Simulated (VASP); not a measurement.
Input of a VASP 6.6.1 run:

INCAR

```
SYSTEM = AlN
PREC = Accurate
ENCUT = 520
EDIFF = 1E-7
ISMEAR = 0
SIGMA = 0.01
LREAL = .FALSE.
LASPH = .TRUE.
NELM = 100
ALGO = Normal
ISIF = 2
LWAVE = .FALSE.
LCHARG = .FALSE.
NBANDS = 11
```

KPOINTS

```
Automatic mesh
0
G
  10 10 10
  0 0 0
```

POSCAR

```
AlN
1.0
    0.0000000000      2.1643823157      2.1643823157
    2.1643823157      0.0000000000      2.1643823157
    2.1643823157      2.1643823157      0.0000000000
Al N
1 1
Direct
    0.0000000000      0.0000000000      0.0000000000
    0.7500000000      0.7500000000      0.7500000000
```

Potentials or basis: VASP PAW LDA potentials, release 64 (Al, N).

The run is started by

```bash
$ cat potpaw_LDA.64/Al/POTCAR potpaw_LDA.64/N/POTCAR > POTCAR
$ mpirun -np 1 vasp_std > vasp.out
```

(1) What does it give for the pressure?

(2) Predict the band gap on the k mesh.

## Answers

(1) 2.7 GPa.

(2) 3.23 eV, indirect (least direct gap 4.48 eV).
